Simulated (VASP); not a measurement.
# BeS (I-4m2) in VASP: further runs

Runs on BeS. Level: LDA. Tasks: single point.

Everything below comes from runs of VASP 6.6.1. Logs are shortened: lines on timing, memory, paths and dates and some standing lists are left out, and cuts for length are marked.

## 1. The cell of the first run

It takes space group I-4m2 (No. 119, tetragonal). The conventional cell has a = 3.425 Å, b = 3.425 Å, c = 4.757 Å, α = 90.00°, β = 90.00°, γ = 90.00°. Within 2.8 Å of Be (site symmetry -4m2) lie 4 S at 2.09 Å. Within 2.8 Å of S (site symmetry -4m2) lie 4 Be at 2.09 Å.

## 2. Single point, LDA (in-plane strain +0.01, then relaxed in part)

The input, INCAR:

```
ALGO = Normal
EDIFF = 1E-6
ENCUT = 520
GGA = CA
ISIF = 2
ISMEAR = 0
LASPH = T
LCHARG = T
LELF = T
LREAL = F
LVHAR = T
LWAVE = F
NBANDS = 11
NELM = 60
PREC = Accurate
SIGMA = 0.01
```

The input, KPOINTS:

```
k-points
0
Gamma
  8 8 8
```

The input, POSCAR:

```
BeS
1.0
    2.4221497394      2.4221497394      0.0000000000
   -2.4221497394      2.4221497394      0.0000000000
    0.0000000000      2.4221497394      2.3783677658
Be S
1 1
Direct
    0.0000000000      0.0000000000      0.0000000000
    0.7500000000      0.2500000000      0.5000000000
```

Potentials or basis: VASP PAW LDA potentials, release 64 (Be, S).

Command:

```
> cat potpaw_LDA.64/Be/POTCAR potpaw_LDA.64/S/POTCAR > POTCAR
> mpirun -np 1 vasp_std > vasp.out
```

OUTCAR:

```text
EDIFF = 1E-6
   ENCUT = 520
   GGA = CA
   ISIF = 2
   ISMEAR = 0
   LASPH = T
   LREAL = F
   NELM = 60
   PREC = Accurate

 ion  position               nearest neighbor table
   1  0.000  0.000  0.000-   2 2.09   2 2.09   2 2.09   2 2.09
   2  0.750  0.250  0.500-   1 2.09   1 2.09   1 2.09   1 2.09

  LATTYP: Found a body centered tetragonal cell.
 ALAT       =     3.4254370116
 C/A-ratio  =     1.3886507081

  Lattice vectors:

 A1 = (   2.4221497394,   0.0000000000,  -2.3783677658)
 A2 = (  -2.4221497394,   0.0000000000,  -2.3783677658)
 A3 = (   0.0000000000,   2.4221497394,   2.3783677658)

Analysis of symmetry for initial positions (statically):
=====================================================================
 Subroutine PRICEL returns:
 Original cell was already a primitive cell.

 Routine SETGRP: Setting up the symmetry group for a
 body centered tetragonal supercell.

 Subroutine GETGRP returns: Found  8 space group operations
 (whereof  8 operations were pure point group operations)
 out of a pool of 16 trial point group operations.

The static configuration has the point symmetry D_2d.

Analysis of symmetry for dynamics (positions and initial velocities):
=====================================================================
 Subroutine PRICEL returns:
 Original cell was already a primitive cell.

 Routine SETGRP: Setting up the symmetry group for a
 body centered tetragonal supercell.

 Subroutine GETGRP returns: Found  8 space group operations
 (whereof  8 operations were pure point group operations)
 out of a pool of 16 trial point group operations.

The dynamic configuration has the point symmetry D_2d.

 Subroutine INISYM returns: Found  8 space group operations
 (whereof  8 operations are pure point group operations),
 and found     1 'primitive' translations

----------------------------------------------------------------------------------------

                                     Primitive cell

  volume of cell :      27.9069

  direct lattice vectors                    reciprocal lattice vectors
     2.422149739  2.422149739  0.000000000     0.206428196  0.206428196 -0.210228211
    -2.422149739  2.422149739  0.000000000    -0.206428196  0.206428196 -0.210228211
     0.000000000  2.422149739  2.378367766     0.000000000  0.000000000  0.420456422

  length of vectors
     3.425437012  3.425437012  3.394619653     0.359751443  0.359751443  0.420456422

  position of ions in fractional coordinates (direct lattice)
     0.000000000  0.000000000  0.000000000
     0.750000000  0.250000000  0.500000000

  ion indices of the primitive-cell ions
   primitive index   ion index
                 1           1
                 2           2

----------------------------------------------------------------------------------------

 KPOINTS: k-points

Automatic generation of k-mesh.
 Grid dimensions read from file:
 generate k-points for:    8    8    8

 Generating k-lattice:

  Cartesian coordinates                     Fractional coordinates (reciprocal lattice)
     0.025803524  0.025803524 -0.026278526     0.125000000  0.000000000 -0.000000000
    -0.025803524  0.025803524 -0.026278526     0.000000000  0.125000000 -0.000000000
     0.000000000  0.000000000  0.052557053     0.000000000  0.000000000  0.125000000

  Length of vectors
     0.044968930  0.044968930  0.052557053

  Shift w.r.t. Gamma in fractional coordinates (k-lattice)
     0.000000000  0.000000000  0.000000000

 Subroutine IBZKPT returns following result:
 ===========================================

 Found     59 irreducible k-points:

 Following reciprocal coordinates:
            Coordinates               Weight
  0.000000  0.000000  0.000000      1.000000
  0.125000  0.000000  0.000000      8.000000
  0.250000  0.000000  0.000000      8.000000
  0.375000  0.000000  0.000000      8.000000
  0.500000  0.000000  0.000000      4.000000
  0.125000  0.125000  0.000000      8.000000
[... 16 lines left out ...]
  0.250000  0.000000  0.125000      4.000000
  0.375000  0.000000  0.125000      8.000000
 [... further k-points ...]
   k-points           NKPTS =     59   k-points in BZ     NKDIM =     59   number of bands    NBANDS=     11
   number of dos      NEDOS =    301   number of ions     NIONS =      2
   total plane-waves  NPLWV =  21952
   dimension x,y,z NGX =    28 NGY =   28 NGZ =   28
   dimension x,y,z NGXF=    56 NGYF=   56 NGZF=   56
   ions per type =               1   1
   NGX,Y,Z   is equivalent  to a cutoff of  13.59, 13.59, 13.71 a.u.
   NGXF,Y,Z  is equivalent  to a cutoff of  27.18, 27.18, 27.43 a.u.
 SYSTEM =  unknown system
   PREC   = accura    normal or accurate (medium, high low for compatibility)
   ISTART =      0    job   : 0-new  1-cont  2-samecut
   ICHARG =      2    charge: 1-file 2-atom 10-const
   ISPIN  =      1    spin polarized calculation?
   LNONCOLLINEAR =      F non collinear calculations
   LSORBIT =      F    spin-orbit coupling
   LASPH  =      T    aspherical Exc in radial PAW
   ENCUT  =  520.0 eV  38.22 Ry    6.18 a.u.   6.37  6.37  6.31*2*pi/ulx,y,z
   NELM   =     60;   NELMIN=  2; NELMDL= -5     # of ELM steps
   EDIFF  = 0.1E-05   stopping-criterion for ELM
   LREAL  =      F    real-space projection
   EDIFFG = 0.1E-04   stopping-criterion for IOM
   NSW    =      0    number of steps for IOM
   IBRION =     -1    ionic relax: 0-MD 1-quasi-New 2-CG
   NFREE  =      0    steps in history (QN), initial steepest desc. (CG)
   ISIF   =      2    stress and relaxation
   ISYM   =      2    0-nonsym 1-usesym 2-fastsym
   POTIM  = 0.5000    time-step for ionic-motion
   TEBEG  =    0.0;   TEEND  =   0.0 temperature during run
   PSTRESS=    0.0 pullay stress
   NELECT =       8.0000    total number of electrons
   NUPDOWN=      -1.0000    fix difference up-down
   EMIN   =  10.00;   EMAX   =-10.00  energy-range for DOS
   EFERMI =   0.00;   METHOD = LEGACY
   ISMEAR =     0;   SIGMA  =   0.01  broadening in eV -4-tet -1-fermi 0-gaus
   EFERMI_NEDOS =   21; number of points for ismear=-14 and -15
   IALGO  =     38    algorithm
   IMIX   =      4    mixing-type and parameters
     AMIX     =   0.40;   BMIX     =  1.00
     AMIX_MAG =   1.60;   BMIX_MAG =  1.00
  volume/ion in A,a.u.               =      13.95        94.16
  Fermi-wavevector in a.u.,A,eV,Ry     =   1.079447  2.039858 15.853576  1.165205
  Thomas-Fermi vector in A             =   2.215412
   LORBIT       =      0    0 simple, 1 ext, 2 COOP (PROOUT), +10 PAW based schemes
   GGA     = CA    functional components
   LHFCALC =     F    Hartree Fock is set to
   AEXX    =    0.0000 exact exchange contribution
   IVDW    =     0    specifies the selected vdW correction
   LEPSILON=     F    determine dielectric tensor
   LRPA    =     F    only Hartree local field effects (RPA)
 non-spin polarized calculation
 Gauss-broadening in eV      SIGMA  =   0.01
  energy-cutoff  :      520.00
  volume of cell :       27.91
 maximum number of plane-waves:       761
 NGX is ok and might be reduce to    28
   NGX = 13   NGY = 13   NGZ = 13

 number of electron       8.0000000 magnetization

 Free energy of the ion-electron system (eV)
  ---------------------------------------------------
  ext. energy  EPLUGINS =         0.00000000
  ---------------------------------------------------
  free energy    TOTEN  =       -11.13943767 eV

  energy without entropy =      -11.13943767  energy(sigma->0) =      -11.13943767

 E-fermi :   4.3964     XC(G=0): -10.0762

 val. band max:        4.3216878971   @ k =   0.0000   0.0000   0.0000
 cond. band min:       7.0191453603   @ k =   0.0000   0.0000   0.5000
 fundamental gap:      2.6974574632
 Fermi energy:         4.3963538112

 k-point     1 :       0.0000    0.0000    0.0000
  band No.  band energies     occupation
      1      -9.5458      2.00000
      2       4.2256      2.00000
      3       4.2256      2.00000
      4       4.3217      2.00000
      5       9.7771      0.00000
      6       9.8026      0.00000
      7       9.8026      0.00000
      8      10.1167      0.00000
      9      16.9093      0.00000
     10      17.3096      0.00000
     11      19.0342      0.00000

 k-point     2 :       0.1250    0.0000    0.0000
  band No.  band energies     occupation
      1      -9.3619      2.00000
      2       3.0118      2.00000
      3       4.0052      2.00000
      4       4.0905      2.00000
      5       9.7454      0.00000
      6      10.1622      0.00000
      7      10.1673      0.00000
      8      11.4210      0.00000
      9      16.2096      0.00000
     10      16.5147      0.00000
     11      18.7823      0.00000

 k-point     3 :       0.2500    0.0000    0.0000
  band No.  band energies     occupation
      1      -8.8531      2.00000
      2       0.8449      2.00000
      3       3.5705      2.00000
      4       3.6946      2.00000
      5       9.7246      0.00000
      6      10.6863      0.00000
      7      10.7553      0.00000
      8      13.5170      0.00000
      9      16.0475      0.00000
     10      16.1604      0.00000
     11      18.3408      0.00000

 k-point     4 :       0.3750    0.0000    0.0000
  band No.  band energies     occupation
      1      -8.1994      2.00000
      2      -0.9745      2.00000
      3       3.2231      2.00000
      4       3.3795      2.00000
      5       9.6920      0.00000
      6      10.6998      0.00000
      7      10.8644      0.00000
      8      14.9141      0.00000
      9      17.4402      0.00000
     10      17.5371      0.00000
     11      18.6172      0.00000

 k-point     5 :       0.5000    0.0000    0.0000
  band No.  band energies     occupation
      1      -7.8536      2.00000
      2      -1.7275      2.00000
      3       3.0967      2.00000
      4       3.2653      2.00000
      5       9.6733      0.00000
      6      10.6067      0.00000
      7      10.8004      0.00000
      8      15.2787      0.00000
      9      19.0817      0.00000
     10      19.3474      0.00000
     11      19.4189      0.00000
[... 211 lines left out ...]
 k-point    21 :       0.5000    0.5000    0.0000
  band No.  band energies     occupation
      1      -7.3162      2.00000
      2      -0.9370      2.00000
      3       1.5438      2.00000
      4       1.5739      2.00000
      5       7.1648      0.00000
      6       9.1010      0.00000
      7      16.9857      0.00000
      8      17.0653      0.00000
      9      19.7605      0.00000
     10      20.7067      0.00000
     11      21.1615      0.00000

 k-point    22 :       0.0000    0.0000    0.1250
  band No.  band energies     occupation
      1      -9.2942      2.00000
      2       3.3266      2.00000
      3       3.5889      2.00000
      4       3.5889      2.00000
      5       9.2857      0.00000
      6      10.7925      0.00000
      7      10.7925      0.00000
      8      11.2720      0.00000
      9      15.2912      0.00000
     10      17.2632      0.00000
     11      19.6482      0.00000

 k-point    23 :       0.2500    0.0000    0.1250
  band No.  band energies     occupation
      1      -9.0744      2.00000
      2       2.0146      2.00000
      3       3.0918      2.00000
      4       3.9617      2.00000
      5      10.1771      0.00000
      6      10.3632      0.00000
      7      10.7630      0.00000
      8      12.4050      0.00000
      9      15.0373      0.00000
     10      16.6564      0.00000
     11      19.5615      0.00000

 k-point    24 :       0.3750    0.0000    0.1250
  band No.  band energies     occupation
      1      -8.5076      2.00000
      2       0.2545      2.00000
      3       2.4811      2.00000
      4       3.5230      2.00000
      5      10.2660      0.00000
      6      10.9288      0.00000
      7      11.2051      0.00000
      8      13.4837      0.00000
      9      15.1173      0.00000
     10      18.0906      0.00000
     11      19.3241      0.00000

 [... further k-points ...]
[... 5 lines left out ...]
  --------------------------------------------------------------------------------------
  -------------------------------------------------------------------------------------
  Total       -0.2980418     -0.2980418      0.0056299      0.0000000     -0.0000000      0.0000000
  in kB      -17.1110554    -17.1110554      0.3232231      0.0000000     -0.0000000      0.0000000
  external PRESSURE =     -11.2996292 kB  Pullay stress =       0.0000000 kB

 VOLUME and BASIS-vectors are now :
 -----------------------------------------------------------------------------
  energy-cutoff  :      520.00
  volume of cell :       27.91
      direct lattice vectors                 reciprocal lattice vectors
     2.422149739  2.422149739  0.000000000     0.206428196  0.206428196 -0.210228211
    -2.422149739  2.422149739  0.000000000    -0.206428196  0.206428196 -0.210228211
     0.000000000  2.422149739  2.378367766     0.000000000  0.000000000  0.420456422

 POSITION                                       TOTAL-FORCE (eV/Angst)
 -----------------------------------------------------------------------------------
      0.00000      0.00000      0.00000        -0.000000     -0.000000      0.000000
      1.21107      3.63322      1.18918         0.000000      0.000000      0.000000
 -----------------------------------------------------------------------------------
    total drift:                               -0.000000      0.000000     -0.000000

  FREE ENERGIE OF THE ION-ELECTRON SYSTEM (eV)
  ---------------------------------------------------
  free  energy   TOTEN  =       -11.1394376683 eV

  energy  without entropy=      -11.1394376683  energy(sigma->0) =      -11.13943767
```

Wall time 26 s (1 thread of AMD EPYC 7R43 (Zen 3), shared host); peak memory 0.11 GiB.

What came out:

```yaml
Free_energy: -11.1394 eV
Pressure: -1.1 GPa
Band_gap_on_the_k_mesh: 2.70 eV, indirect (least direct gap 5.46 eV)
```

Stress tensor (GPa, compression positive):
```
-1.71  0.00  0.00
 0.00 -1.71  0.00
 0.00  0.00  0.03
```

Caveat: the cell differs from its parent crystal (in-plane strain +0.01, then relaxed in part). A k mesh can miss the band edges.

## 3. Single point, LDA (in-plane strain +0.01)

The input, INCAR:

```
PREC = Accurate
ENCUT = 520
EDIFF = 1E-6
ISMEAR = 0
SIGMA = 0.01
LREAL = False
LASPH = True
NELM = 60
ALGO = Normal
ISIF = 2
LWAVE = False
LCHARG = False
NBANDS = 11
```

The input, KPOINTS:

```
regular mesh
0
Gamma
  8 8 8
```

POSCAR: that of step 2 with these lines changed.

```diff
@@ -4,3 +4,3 @@
    -2.4221497394      2.4221497394      0.0000000000
-    0.0000000000      2.4221497394      2.3783677658
+    0.0000000000      2.4221497394      2.3837790505
 Be S
```

Potentials or basis: VASP PAW LDA potentials, release 64 (Be, S).

Command:

```
> cat potpaw_LDA.64/Be/POTCAR potpaw_LDA.64/S/POTCAR > POTCAR
> mpirun -np 1 vasp_std > vasp.out
```

OUTCAR:

```text
PREC = Accurate
   ENCUT = 520
   EDIFF = 1E-6
   ISMEAR = 0
   LREAL = False
   LASPH = True
   NELM = 60
   ISIF = 2

 ion  position               nearest neighbor table
   1  0.000  0.000  0.000-   2 2.09   2 2.09   2 2.09   2 2.09
   2  0.750  0.250  0.500-   1 2.09   1 2.09   1 2.09   1 2.09

  LATTYP: Found a body centered tetragonal cell.
 ALAT       =     3.4254370116
 C/A-ratio  =     1.3918101792

  Lattice vectors:

 A1 = (   2.4221497394,   0.0000000000,  -2.3837790505)
 A2 = (  -2.4221497394,   0.0000000000,  -2.3837790505)
 A3 = (   0.0000000000,   2.4221497394,   2.3837790505)
[... 514 lines left out ...]
      8      13.4415      0.00000
      9      15.0967      0.00000
     10      18.0610      0.00000
     11      19.2892      0.00000

 [... further k-points ...]
[... 5 lines left out ...]
  --------------------------------------------------------------------------------------
  -------------------------------------------------------------------------------------
  Total       -0.3247928     -0.3247928     -0.0576097      0.0000000      0.0000000      0.0000000
  in kB      -18.6045457    -18.6045457     -3.2999593      0.0000000      0.0000000      0.0000000
  external PRESSURE =     -13.5030169 kB  Pullay stress =       0.0000000 kB

 VOLUME and BASIS-vectors are now :
 -----------------------------------------------------------------------------
  energy-cutoff  :      520.00
  volume of cell :       27.97
      direct lattice vectors                 reciprocal lattice vectors
     2.422149739  2.422149739  0.000000000     0.206428196  0.206428196 -0.209750983
    -2.422149739  2.422149739  0.000000000    -0.206428196  0.206428196 -0.209750983
     0.000000000  2.422149739  2.383779050     0.000000000  0.000000000  0.419501967

 POSITION                                       TOTAL-FORCE (eV/Angst)
 -----------------------------------------------------------------------------------
      0.00000      0.00000      0.00000         0.000000      0.000000      0.000000
      1.21107      3.63322      1.19189        -0.000000     -0.000000      0.000000
 -----------------------------------------------------------------------------------
    total drift:                               -0.000000      0.000000      0.000000

  FREE ENERGIE OF THE ION-ELECTRON SYSTEM (eV)
  ---------------------------------------------------
  free  energy   TOTEN  =       -11.1393961336 eV

  energy  without entropy=      -11.1393961336  energy(sigma->0) =      -11.13939613
```

OSZICAR:

```text
N       E                     dE             d eps       ncg     rms          rms(c)
DAV:   1     0.174258280583E+02    0.17426E+02   -0.39030E+03  1298   0.634E+02
DAV:   2    -0.103600700044E+02   -0.27786E+02   -0.26761E+02  1742   0.112E+02
DAV:   3    -0.113872932418E+02   -0.10272E+01   -0.10258E+01  1683   0.213E+01
DAV:   4    -0.113926587635E+02   -0.53655E-02   -0.53649E-02  1535   0.175E+00
DAV:   5    -0.113927014917E+02   -0.42728E-04   -0.42728E-04  1615   0.156E-01    0.588E+00
DAV:   6    -0.112100818572E+02    0.18262E+00   -0.13061E-01  1486   0.166E+00    0.387E+00
DAV:   7    -0.111396981987E+02    0.70384E-01   -0.14931E-01  1531   0.182E+00    0.808E-01
DAV:   8    -0.111394378593E+02    0.26034E-03   -0.65906E-03  1550   0.451E-01    0.172E-01
DAV:   9    -0.111393960204E+02    0.41839E-04   -0.27308E-04  1539   0.105E-01    0.628E-02
DAV:  10    -0.111393950510E+02    0.96939E-06   -0.26347E-05  1599   0.238E-02    0.168E-02
DAV:  11    -0.111393961352E+02   -0.10842E-05   -0.35747E-06  1513   0.107E-02    0.717E-03
DAV:  12    -0.111393961336E+02    0.15626E-08   -0.82202E-08   736   0.204E-03
   1 F= -.11139396E+02 E0= -.11139396E+02  d E =-.337498E-30
```

stdout:

```text
POSCAR found type information on POSCAR BeS
 POSCAR found :  2 types and       2 ions
 scaLAPACK will be used
 LDA part: xc-table for (Slater(with rela. corr.)+CA(PZ))
 , standard interpolation
 POSCAR, INCAR and KPOINTS ok, starting setup
 FFT: planning ... GRIDC
 FFT: planning ... GRID_SOFT
 FFT: planning ... GRID
 WAVECAR not read
 entering main loop
```

It took 23 s on 1 thread of AMD EPYC 7R43 (Zen 3), shared host; peak memory 0.1 GiB.

Results:

```
Free energy            : -11.1394 eV
Pressure               : -1.4 GPa
Band gap on the k mesh : 2.72 eV, indirect (least direct gap 5.47 eV)
```

Levels at points of the mesh, in eV from the valence-band top:
| k point | band 1 | band 2 | band 3 | band 4 | band 5 | band 6 | band 7 | band 8 | band 9 |
| --- | --- | --- | --- | --- | --- | --- | --- | --- | --- |
| (0.00, 0.00, 0.00) | -13.84 | -0.08 | -0.08 | 0.00 | 5.47 | 5.49 | 5.49 | 5.78 | 12.62 |
| (0.50, 0.00, 0.00) | -12.16 | -6.03 | -1.20 | -1.06 | 5.36 | 6.30 | 6.47 | 10.95 | 14.78 |
| (0.50, 0.50, 0.00) | -11.62 | -5.23 | -2.77 | -2.74 | 2.85 | 4.78 | 12.66 | 12.73 | 15.43 |
| (0.00, 0.00, 0.50) | -11.54 | -5.12 | -2.88 | -2.88 | 2.72 | 4.63 | 12.71 | 12.71 | 15.64 |

Caveat: the cell differs from its parent crystal (in-plane strain +0.01). A k mesh can miss the band edges.

(Continued in part 2 of 2.)
